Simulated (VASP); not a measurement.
Input of a VASP 6.6.1 run:

INCAR

```
SYSTEM = Ta4O
  PREC = Accurate
  ENCUT = 520
  EDIFF = 1E-6
  ISMEAR = 0
  SIGMA = 0.15
  LREAL = .FALSE.
  LASPH = .TRUE.
  NELM = 60
  ALGO = Normal
  ISIF = 2
  LWAVE = .FALSE.
  LCHARG = .FALSE.
  GGA = PE
  NBANDS = 33
```

The input KPOINTS:

```
regular mesh
0
G
  14 14 8
  0 0 0
```

The input POSCAR:

```
Ta4O
1.0
    3.2547070449      0.0000000000      0.0000000000
    0.0000000000      3.2547070449      0.0000000000
    0.0000000000      0.0000000000      7.2844558771
Ta O
4 1
Direct
    0.0000000000      0.0000000000      0.5000000000
    0.5000000000      0.5000000000      0.7829127273
    0.5000000000      0.5000000000      0.2170872727
    0.0000000000      0.0000000000      0.0000000000
    0.5000000000      0.5000000000      0.5000000000
```

Potentials or basis: VASP PAW PBE potentials, release 64 (Ta_pv, O).

Command:

```console
$ cat potpaw_PBE.64/Ta_pv/POTCAR potpaw_PBE.64/O/POTCAR > POTCAR
$ mpirun -np 1 vasp_std > vasp.out
```

(1) Predict the pressure.

(2) Predict the band gap on the k mesh.

(3) Estimate the largest force.

Answers

(1) 4.3 GPa.

(2) zero (bands 25 and 26 overlap by 1.06 eV).

(3) 0.243 eV/Å.

Caveat: the cell differs from its parent crystal (strain +0.000 along x and y, -0.015 along z); the cell stands under pressure; spin-orbit coupling is left out, which moves the levels of the heavy elements.
